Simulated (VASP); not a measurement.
Write the native input for VASP 6.6.1 that does the following.

```
Task                   : single point
Functional             : PBE
Potentials or basis    : VASP PAW PBE potentials, release 64 (Ca_sv, Se)
Cutoff                 : 520 eV
k mesh                 : 4 × 4 × 4
Occupations            : gaussian, width 0.01 eV
Spin                   : no spin polarisation
Dipole correction      : no
Further INCAR settings : ALGO = Normal; EDIFF = 1e-07; NBANDS = 15
```

The structure of CaSe lies in POSCAR:

```
CaSe
1.0
    0.0000000000      2.9675306064      2.9675306064
    2.9675306064      0.0000000000      2.9675306064
    2.9675306064      2.9675306064      0.0000000000
Ca Se
1 1
Direct
    0.0000000000      0.0000000000      0.0000000000
    0.5000000000      0.5000000000      0.5000000000
```

One way to write it, as run:

INCAR

```
SYSTEM = CaSe
PREC = Accurate
ENCUT = 520
EDIFF = 1E-7
ISMEAR = 0
SIGMA = 0.01
LREAL = .FALSE.
LASPH = .TRUE.
NELM = 60
ALGO = Normal
ISIF = 2
LWAVE = .FALSE.
LCHARG = .FALSE.
GGA = PE
NBANDS = 15
```

KPOINTS

```
Automatic mesh
0
G
  4 4 4
  0 0 0
```

Potentials or basis: VASP PAW PBE potentials, release 64 (Ca_sv, Se).

Launch:

```bash
$ cat potpaw_PBE.64/Ca_sv/POTCAR potpaw_PBE.64/Se/POTCAR > POTCAR
$ mpirun -np 1 vasp_std > vasp.out
```

Results of the run:

```json
{
  "Pressure": "0.9 GPa",
  "Band gap on the k mesh": "2.04 eV, indirect (least direct gap 2.96 eV)"
}
```

Caveat: the k points lie up to 0.46 Å⁻¹ apart.

Run time: 24 s on 1 thread of AMD EPYC 7R13, with other jobs on the host, peak memory 0.14 GiB.
